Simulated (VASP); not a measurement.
# Ga (Fm-3m) in VASP: further runs

Runs on Ga. Level: LDA. Tasks: single point.

Everything below comes from runs of VASP 6.6.1. Logs are shortened: lines on timing, memory, paths and dates and some standing lists are left out, and cuts for length are marked.

## (1) The cell of the first run

The structure is cubic, space group Fm-3m (No. 225). The conventional cell has a = 4.096 Å, b = 4.096 Å, c = 4.096 Å, α = 90.00°, β = 90.00°, γ = 90.00°. Ga (site symmetry m-3m) has 12 Ga at 2.90 Å within 3.8 Å.

## (2) Single point, LDA

Input file INCAR:

```
SYSTEM = Ga
PREC     = Accurate       ! precision mode
ENCUT    = 520            ! plane-wave cutoff, eV
EDIFF    = 1E-6           ! SCF threshold, eV
ISMEAR   = -1             ! smearing method
SIGMA    = 0.1            ! smearing width, eV
LREAL    = .FALSE.        ! projectors in reciprocal space
LASPH    = .TRUE.         ! aspherical terms in the spheres
NELM     = 60             ! most SCF steps
ALGO     = Normal         ! electronic algorithm
ISIF     = 2              ! what is computed and relaxed
LWAVE    = .FALSE.        ! write WAVECAR
LCHARG   = .FALSE.        ! write CHGCAR
NBANDS   = 12             ! bands
```

Input file KPOINTS:

```
regular mesh
0
G
  15 15 15
  0 0 0
```

Input file POSCAR:

```
Ga
1.0
    0.0000000000      2.0482379200      2.0482379200
    2.0482379200      0.0000000000      2.0482379200
    2.0482379200      2.0482379200      0.0000000000
Ga
1
Direct
    0.0000000000      0.0000000000      0.0000000000
```

Potentials or basis: VASP PAW LDA potentials, release 64 (Ga_d).

Command:

```bash
$ cat potpaw_LDA.64/Ga_d/POTCAR > POTCAR
$ mpirun -np 1 vasp_std > vasp.out
```

OUTCAR:

```text
SYSTEM = Ga
   PREC = Accurate
   ENCUT = 520
   EDIFF = 1E-6
   ISMEAR = -1
   LREAL = .FALSE.
   LASPH = .TRUE.
   NELM = 60
   ISIF = 2

 ion  position               nearest neighbor table
   1  0.000  0.000  0.000-

  LATTYP: Found a face centered cubic cell.
 ALAT       =     4.0964758400

  Lattice vectors:

 A1 = (   0.0000000000,   2.0482379200,   2.0482379200)
 A2 = (   2.0482379200,   0.0000000000,   2.0482379200)
 A3 = (   2.0482379200,   2.0482379200,   0.0000000000)

Analysis of symmetry for initial positions (statically):
=====================================================================
 Subroutine PRICEL returns:
 Original cell was already a primitive cell.

 Routine SETGRP: Setting up the symmetry group for a
 face centered cubic supercell.

 Subroutine GETGRP returns: Found 48 space group operations
 (whereof 48 operations were pure point group operations)
 out of a pool of 48 trial point group operations.

The static configuration has the point symmetry O_h .

Analysis of symmetry for dynamics (positions and initial velocities):
=====================================================================
 Subroutine PRICEL returns:
 Original cell was already a primitive cell.

 Routine SETGRP: Setting up the symmetry group for a
 face centered cubic supercell.

 Subroutine GETGRP returns: Found 48 space group operations
 (whereof 48 operations were pure point group operations)
 out of a pool of 48 trial point group operations.

The dynamic configuration has the point symmetry O_h .

 Subroutine INISYM returns: Found 48 space group operations
 (whereof 48 operations are pure point group operations),
 and found     1 'primitive' translations

----------------------------------------------------------------------------------------

                                     Primitive cell

  volume of cell :      17.1859

  direct lattice vectors                    reciprocal lattice vectors
     0.000000000  2.048237920  2.048237920    -0.244112266  0.244112266  0.244112266
     2.048237920  0.000000000  2.048237920     0.244112266 -0.244112266  0.244112266
     2.048237920  2.048237920  0.000000000     0.244112266  0.244112266 -0.244112266

  length of vectors
     2.896645845  2.896645845  2.896645845     0.422814847  0.422814847  0.422814847

  position of ions in fractional coordinates (direct lattice)
     0.000000000  0.000000000  0.000000000

  ion indices of the primitive-cell ions
   primitive index   ion index
                 1           1

----------------------------------------------------------------------------------------

 KPOINTS: regular mesh

Automatic generation of k-mesh.
 Grid dimensions read from file:
 generate k-points for:   15   15   15

 Generating k-lattice:

  Cartesian coordinates                     Fractional coordinates (reciprocal lattice)
    -0.016274151  0.016274151  0.016274151     0.066666667  0.000000000  0.000000000
     0.016274151 -0.016274151  0.016274151     0.000000000  0.066666667  0.000000000
     0.016274151  0.016274151 -0.016274151     0.000000000  0.000000000  0.066666667

  Length of vectors
     0.028187656  0.028187656  0.028187656

  Shift w.r.t. Gamma in fractional coordinates (k-lattice)
     0.000000000  0.000000000  0.000000000

 Subroutine IBZKPT returns following result:
 ===========================================

 Found    120 irreducible k-points:

 Following reciprocal coordinates:
            Coordinates               Weight
  0.000000  0.000000  0.000000      1.000000
  0.066667  0.000000  0.000000      8.000000
  0.133333  0.000000  0.000000      8.000000
  0.200000  0.000000  0.000000      8.000000
  0.266667  0.000000  0.000000      8.000000
  0.333333  0.000000  0.000000      8.000000
[... 16 lines left out ...]
  0.133333  0.133333  0.000000      6.000000
  0.200000  0.133333  0.000000     24.000000
 [... further k-points ...]
   k-points           NKPTS =    120   k-points in BZ     NKDIM =    120   number of bands    NBANDS=     12
   number of dos      NEDOS =    301   number of ions     NIONS =      1
   total plane-waves  NPLWV =  13824
   dimension x,y,z NGX =    24 NGY =   24 NGZ =   24
   dimension x,y,z NGXF=    48 NGYF=   48 NGZF=   48
   ions per type =               1
   NGX,Y,Z   is equivalent  to a cutoff of  13.77, 13.77, 13.77 a.u.
   NGXF,Y,Z  is equivalent  to a cutoff of  27.55, 27.55, 27.55 a.u.
 SYSTEM =  Ga
   PREC   = accura    normal or accurate (medium, high low for compatibility)
   ISTART =      0    job   : 0-new  1-cont  2-samecut
   ICHARG =      2    charge: 1-file 2-atom 10-const
   ISPIN  =      1    spin polarized calculation?
   LNONCOLLINEAR =      F non collinear calculations
   LSORBIT =      F    spin-orbit coupling
   LASPH  =      T    aspherical Exc in radial PAW
   ENCUT  =  520.0 eV  38.22 Ry    6.18 a.u.   5.39  5.39  5.39*2*pi/ulx,y,z
   NELM   =     60;   NELMIN=  2; NELMDL= -5     # of ELM steps
   EDIFF  = 0.1E-05   stopping-criterion for ELM
   LREAL  =      F    real-space projection
   EDIFFG = 0.1E-04   stopping-criterion for IOM
   NSW    =      0    number of steps for IOM
   IBRION =     -1    ionic relax: 0-MD 1-quasi-New 2-CG
   NFREE  =      0    steps in history (QN), initial steepest desc. (CG)
   ISIF   =      2    stress and relaxation
   ISYM   =      2    0-nonsym 1-usesym 2-fastsym
   POTIM  = 0.5000    time-step for ionic-motion
   TEBEG  =    0.0;   TEEND  =   0.0 temperature during run
   PSTRESS=    0.0 pullay stress
   NELECT =      13.0000    total number of electrons
   NUPDOWN=      -1.0000    fix difference up-down
   EMIN   =  10.00;   EMAX   =-10.00  energy-range for DOS
   EFERMI =   0.00;   METHOD = LEGACY
   ISMEAR =    -1;   SIGMA  =   0.10  broadening in eV -4-tet -1-fermi 0-gaus
   EFERMI_NEDOS =   21; number of points for ismear=-14 and -15
   IALGO  =     38    algorithm
   IMIX   =      4    mixing-type and parameters
     AMIX     =   0.40;   BMIX     =  1.00
     AMIX_MAG =   1.60;   BMIX_MAG =  1.00
  volume/ion in A,a.u.               =      17.19       115.98
  Fermi-wavevector in a.u.,A,eV,Ry     =   1.491645  2.818801 30.273038  2.225006
  Thomas-Fermi vector in A             =   2.604274
   LORBIT       =      0    0 simple, 1 ext, 2 COOP (PROOUT), +10 PAW based schemes
   GGA     = CA    functional components
   LHFCALC =     F    Hartree Fock is set to
   AEXX    =    0.0000 exact exchange contribution
   IVDW    =     0    specifies the selected vdW correction
   LEPSILON=     F    determine dielectric tensor
   LRPA    =     F    only Hartree local field effects (RPA)
 non-spin polarized calculation
  energy-cutoff  :      520.00
  volume of cell :       17.19
 maximum number of plane-waves:       483
 NGX is ok and might be reduce to    24
   NGX = 11   NGY = 11   NGZ = 11

 number of electron      13.0000001 magnetization

 Free energy of the ion-electron system (eV)
  ---------------------------------------------------
  ext. energy  EPLUGINS =         0.00000000
  ---------------------------------------------------
  free energy    TOTEN  =        -3.56956887 eV

  energy without entropy =       -3.55887403  energy(sigma->0) =       -3.56422145

 E-fermi :   6.2589     XC(G=0): -11.8134

 val. band max:        6.1787411933   @ k =  -0.3333   0.0667   0.0000
 cond. band min:       6.2948504767   @ k =   0.4667   0.4000   0.0000
 fundamental gap:      0.1161092833
 Fermi energy:         6.2589468778

 k-point     1 :       0.0000    0.0000    0.0000
  band No.  band energies     occupation
      1      -8.8707      2.00000
      2      -8.8707      2.00000
      3      -8.8707      2.00000
      4      -8.7178      2.00000
      5      -8.7178      2.00000
      6      -5.5779      2.00000
      7      19.3316      0.00000
      8      19.3316      0.00000
      9      19.3316      0.00000
     10      22.7112      0.00000
     11      23.1979      0.00000
     12      23.1979      0.00000

 k-point     2 :       0.0667    0.0000    0.0000
  band No.  band energies     occupation
      1      -8.8730      2.00000
      2      -8.8640      2.00000
      3      -8.8640      2.00000
      4      -8.7189      2.00000
      5      -8.7189      2.00000
      6      -5.4558      2.00000
      7      17.7760      0.00000
      8      19.0577      0.00000
      9      19.0577      0.00000
     10      21.8240      0.00000
     11      23.6468      0.00000
     12      23.6468      0.00000

 k-point     3 :       0.1333    0.0000    0.0000
  band No.  band energies     occupation
      1      -8.8812      2.00000
      2      -8.8480      2.00000
      3      -8.8480      2.00000
      4      -8.7190      2.00000
      5      -8.7190      2.00000
      6      -5.0871      2.00000
      7      14.9796      0.00000
      8      18.4874      0.00000
      9      18.4874      0.00000
     10      21.4996      0.00000
     11      24.6310      0.00000
     12      24.6310      0.00000
[... 286 lines left out ...]
 k-point    23 :       0.1333    0.1333    0.0000
  band No.  band energies     occupation
      1      -8.9055      2.00000
      2      -8.8225      2.00000
      3      -8.8225      2.00000
      4      -8.7562      2.00000
      5      -8.6979      2.00000
      6      -4.9237      2.00000
      7      16.5471      0.00000
      8      16.5471      0.00000
      9      17.5948      0.00000
     10      19.2074      0.00000
     11      22.6833      0.00000
     12      27.0459      0.00000

 k-point    24 :       0.2000    0.1333    0.0000
  band No.  band energies     occupation
      1      -8.9191      2.00000
      2      -8.8050      2.00000
      3      -8.8005      2.00000
      4      -8.7708      2.00000
      5      -8.6855      2.00000
      6      -4.4696      2.00000
      7      14.2955      0.00000
      8      15.7819      0.00000
      9      17.2701      0.00000
     10      19.3563      0.00000
     11      21.2352      0.00000
     12      27.1842      0.00000

 [... further k-points ...]
[... 5 lines left out ...]
  --------------------------------------------------------------------------------------
  -------------------------------------------------------------------------------------
  Total       -0.0495832     -0.0495832     -0.0495832      0.0000000      0.0000000      0.0000000
  in kB       -4.6224659     -4.6224659     -4.6224659      0.0000000      0.0000000      0.0000000
  external PRESSURE =      -4.6224659 kB  Pullay stress =       0.0000000 kB

 VOLUME and BASIS-vectors are now :
 -----------------------------------------------------------------------------
  energy-cutoff  :      520.00
  volume of cell :       17.19
      direct lattice vectors                 reciprocal lattice vectors
     0.000000000  2.048237920  2.048237920    -0.244112266  0.244112266  0.244112266
     2.048237920  0.000000000  2.048237920     0.244112266 -0.244112266  0.244112266
     2.048237920  2.048237920  0.000000000     0.244112266  0.244112266 -0.244112266

 POSITION                                       TOTAL-FORCE (eV/Angst)
 -----------------------------------------------------------------------------------
      0.00000      0.00000      0.00000         0.000000      0.000000      0.000000
 -----------------------------------------------------------------------------------
    total drift:                               -0.000000      0.000000     -0.000000

  FREE ENERGIE OF THE ION-ELECTRON SYSTEM (eV)
  ---------------------------------------------------
  free  energy   TOTEN  =        -3.5695688707 eV

  energy  without entropy=       -3.5588740296  energy(sigma->0) =       -3.56422145
```

Run time: 6 s. Hardware: 1 thread of Intel Xeon 6975P-C (Granite Rapids), shared host; peak memory 0.14 GiB.

What came out:

```
Free energy : -3.5696 eV
Pressure    : -0.5 GPa
```

## (3) Single point, LDA (volume scaled by 1.04)

Input file INCAR:

```
SYSTEM = Ga
PREC = Accurate ; ENCUT = 520
EDIFF = 1E-6 ; ISMEAR = -1
SIGMA = 0.1 ; LREAL = .FALSE.
LASPH = .TRUE. ; NELM = 80
ALGO = Normal ; ISIF = 2
LWAVE = .FALSE. ; LCHARG = .TRUE.
LELF = .TRUE. ; LVHAR = .TRUE.
NBANDS = 12
```

KPOINTS is that of step 2.

Input file POSCAR:

```
Ga
1.0
    0.0000000000      2.0751915099      2.0751915099
    2.0751915099      0.0000000000      2.0751915099
    2.0751915099      2.0751915099      0.0000000000
Ga
1
Direct
    0.0000000000      0.0000000000      0.0000000000
```

Potentials or basis: VASP PAW LDA potentials, release 64 (Ga_d).

Command:

```bash
$ cat potpaw_LDA.64/Ga_d/POTCAR > POTCAR
$ mpirun -np 1 vasp_std > vasp.out
```

Run time: 6.3 s. Hardware: 1 thread of Intel Xeon 6975P-C (Granite Rapids), shared host; peak memory 0.14 GiB.

The run converged. Its results:

- Free energy: -3.5633 eV
- Pressure: -2.7 GPa

Levels at points of the mesh, in eV from the Fermi level:
| k point | band 4 | band 5 | band 6 | band 7 | band 8 | band 9 |
| --- | --- | --- | --- | --- | --- | --- |
| (0.00, 0.00, 0.00) | -14.92 | -14.92 | -11.49 | 12.65 | 12.65 | 12.65 |
